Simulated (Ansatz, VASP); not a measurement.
## Two plane-wave programs on Pt

```xyz
1
Lattice="0.0000 2.0614 2.0614 2.0614 0.0000 2.0614 2.0614 2.0614 0.0000" Properties=species:S:1:pos:R:3 pbc="T T T"
Pt    0.0000    0.0000    0.0000
```

Alike in both runs: task single point; functional PBE; k mesh 22 × 22 × 22; occupations gaussian, width 0.15 eV; no spin polarisation.

```csv
,VASP,Ansatz
version,VASP 6.6.1,Ansatz 0.2.0
potentials or method,"VASP PAW PBE potentials, release 64 (Pt), cutoff 520 eV","scalar-relativistic, plane waves, PAW"
valence electrons in the cell,10,18
```

```tsv
	VASP	Ansatz	Ansatz less VASP
gap on the k mesh at the Fermi level (eV)	none	none	-
pressure (GPa)	-20.8	-20.5	+0.27
```

A gap of «none» marks a metal or a gap that the smearing closes. VASP's potentials hold 10 valence electrons a cell and Ansatz's 18, so a difference there can come from the potentials and not from the codes.

Spin-orbit coupling is off throughout.
